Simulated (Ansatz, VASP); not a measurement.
Pd in VASP and in Ansatz

The input INCAR:

```
PREC = Accurate
ENCUT = 520
EDIFF = 1E-6
ISMEAR = 0
SIGMA = 0.15
LREAL = F
LASPH = T
NELM = 100
ALGO = Normal
ISIF = 2
LWAVE = F
LCHARG = F
GGA = PS
NBANDS = 11
```

The input KPOINTS:

```
regular mesh
0
Gamma
  20 20 20
```

The input POSCAR:

```
Pd
1.0
    0.0000000000      1.9449000000      1.8282060000
    1.9449000000      0.0000000000      1.8282060000
    1.9449000000      1.9449000000      0.0000000000
Pd
1
Direct
    0.0000000000      0.0000000000      0.0000000000
```

Input for Ansatz:

```yaml
crystal:
  lattice:
    - [0.0, 1.9449, 1.828206]
    - [1.9449, 0.0, 1.828206]
    - [1.9449, 1.9449, 0.0]
  atoms:
    - { symbol: Pd, position: [0.0, 0.0, 0.0] }
basis:
  ecutwfc: 420
kpoints:
  mp_grid: { grid: [20, 20, 20] }
hamiltonian:
  xc: pbesol
scf:
  occupations: { method: gaussian, width: 0.15 }
output:
  forces: true
  stress: true
  eigenvalues: true
  write_density: true
  write_potential: true
  elf: true
  volumetric_format: npy
```

Change from the starting cell: strain -0.0600 x Voigt [0, 0, 1, 0, 0, 0], atoms carried along.

Alike in both runs: task single point; functional PBEsol; k mesh 20 × 20 × 20; occupations gaussian, width 0.15 eV; no spin polarisation.

```csv
,VASP,Ansatz
version,VASP 6.6.1,Ansatz 0.2.0
potentials or method,"VASP PAW PBE potentials, release 64 (Pd), cutoff 520 eV","scalar-relativistic, plane waves, PAW"
valence electrons in the cell,10,18
```

|  | VASP | Ansatz | Ansatz less VASP |
| --- | --- | --- | --- |
| gap on the k mesh at the Fermi level (eV) | none | none | - |
| pressure (GPa) | 11.8 | 12.2 | +0.42 |
| traceless stress, the component that is largest in VASP (GPa) | 2.22 | 2.25 | +0.024 |

VASP's potentials were made for PBE, not for PBEsol. A gap of «none» marks a metal or a gap that the smearing closes. VASP's potentials hold 10 valence electrons a cell and Ansatz's 18, so a difference there can come from the potentials and not from the codes.
